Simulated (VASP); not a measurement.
Wanted: the native input for a VASP 6.6.1 run.

```
Task                   : single point
Functional             : PBE
Potentials or basis    : VASP PAW PBE potentials, release 64 (Ti_sv, H)
Cutoff                 : 450 eV
k mesh                 : 9 × 9 × 1
Occupations            : gaussian, width 0.1 eV
Spin                   : collinear spin
Starting moments       : [0.0, 0.0, 0.0, 0.0, 0.0, 1.0] μB
Dipole correction      : yes
Second try             : not_converged
Further INCAR settings : ALGO = Normal; EDIFF = 1e-06; NBANDS = 44; AMIX = 0.1; BMIX = 0.0001; NELMDL = -8
```

The structure of Ti5H lies in POSCAR:

```
Ti5H
1.0
    2.9381632084      0.0000000000      0.0000000000
   -1.4690816042      2.5445239789      0.0000000000
    0.0000000000      0.0000000000     26.2117060745
Ti H
5 1
Direct
    0.6666666667      0.3333333333      0.1526035729
    0.3333333333      0.6666666667      0.2413132777
    0.6666666667      0.3333333333      0.3306032017
    0.3333333333      0.6666666667      0.4219530445
    0.6666666667      0.3333333333      0.5040383879
    1.5555555556     -0.5555555556      0.6173465408
```

These files were run (other wordings do the same):

INCAR

```
SYSTEM = Ti5H
PREC = Accurate
ENCUT = 450
EDIFF = 1E-6
ISMEAR = 0
SIGMA = 0.1
LREAL = .False.
LASPH = .True.
NELM = 300
ALGO = Normal
ISIF = 2
LWAVE = .False.
LCHARG = .False.
ISPIN = 2
MAGMOM = 0 0 0 0 0 1
LORBIT = 11
LMAXMIX = 4
LDIPOL = .True.
IDIPOL = 3
DIPOL = 0.5 0.5 0.378
GGA = PE
NBANDS = 44
GGA_COMPAT = .False.
NELMDL = -8
AMIX = 0.1
BMIX = 1E-4
AMIX_MAG = 0.4
BMIX_MAG = 1E-4
KPAR = 4
```

KPOINTS

```
regular mesh
0
Gamma
  9 9 1
  0 0 0
```

Potentials or basis: VASP PAW PBE potentials, release 64 (Ti_sv, H).

Command:

```bash
$ cat potpaw_PBE.64/Ti_sv/POTCAR potpaw_PBE.64/H/POTCAR > POTCAR
$ mpirun -np 4 vasp_std > vasp.out
```

It gave:

```json
{"Largest force": "0.974 eV/Å", "Band gap on the k mesh": "zero (filled and empty bands overlap)", "Net moment": "1.02 μB per cell", "Site moments": "Ti +0.63, -0.08, +0.00, +0.13, -0.53; H +0.30 μB", "Valence electrons inside the program's atomic spheres": "Ti 10.20, 10.24, 10.23, 10.28 (each value once); H 0.38"}
```

Wall time 6.6 min on 4 MPI ranks on Intel(R) Xeon(R) Platinum 8259CL CPU @ 2.50GHz (Skylake/Cascade Lake), with other jobs on the host, peak memory 0.48 GiB a rank.
